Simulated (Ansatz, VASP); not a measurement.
# Re: VASP beside Ansatz

The input INCAR:

```
ALGO = Normal
EDIFF = 1E-6
ENCUT = 520
GGA = PE
ISIF = 2
ISMEAR = -1
LASPH = True
LCHARG = False
LREAL = False
LWAVE = False
NBANDS = 10
NELM = 100
PREC = Accurate
SIGMA = 0.03
```

The input KPOINTS:

```
k-points
0
Gamma
  14 14 14
```

The input POSCAR:

```
Re
1.0
    0.0000000000      1.9617445670      1.9617445670
    1.9617445670      0.0000000000      1.9617445670
    1.9617445670      1.9617445670      0.0000000000
Re
1
Direct
    0.0000000000      0.0000000000      0.0000000000
```

Input for Ansatz:

```yaml
crystal:
  lattice:
    - [0.0, 1.961744567, 1.961744567]
    - [1.961744567, 0.0, 1.961744567]
    - [1.961744567, 1.961744567, 0.0]
  atoms:
    - { symbol: Re, position: [0.0, 0.0, 0.0] }
kpoints:
  mp_grid: { grid: [14, 14, 14] }
  band_path:
    path:
      - [0.0, 0.0, 0.0]
      - [0.5, 0.0, 0.5]
      - [0.625, 0.25, 0.625]
      - [0.375, 0.375, 0.75]
      - [0.0, 0.0, 0.0]
      - [0.5, 0.5, 0.5]
      - [0.5, 0.25, 0.75]
      - [0.5, 0.0, 0.5]
    npoints: 5
scf:
  occupations: { method: fermi_dirac, width: 0.03 }
hamiltonian:
  xc: pbe
  pseudopotentials: { kind: all_electron, lapw: { basis_error: 0.001 } }
output:
  forces: true
  stress: true
  eigenvalues: true
```

Change from the starting cell: volume scaled by 0.98.

Alike in both runs: task single point; functional PBE; k mesh 14 × 14 × 14; occupations fermi-dirac, width 0.03 eV; no spin polarisation.

```csv
,VASP,Ansatz
version,VASP 6.6.1,Ansatz 0.2.0
potentials or method,"VASP PAW PBE potentials, release 64 (Re), cutoff 520 eV","all-electron LAPW, scalar-relativistic"
```

|  | VASP | Ansatz | Ansatz less VASP |
| --- | --- | --- | --- |
| pressure (GPa) | -3.0 | -2.3 | +0.71 |

Ansatz ran all-electron here, and VASP with PAW potentials.

Spin-orbit coupling is off throughout.
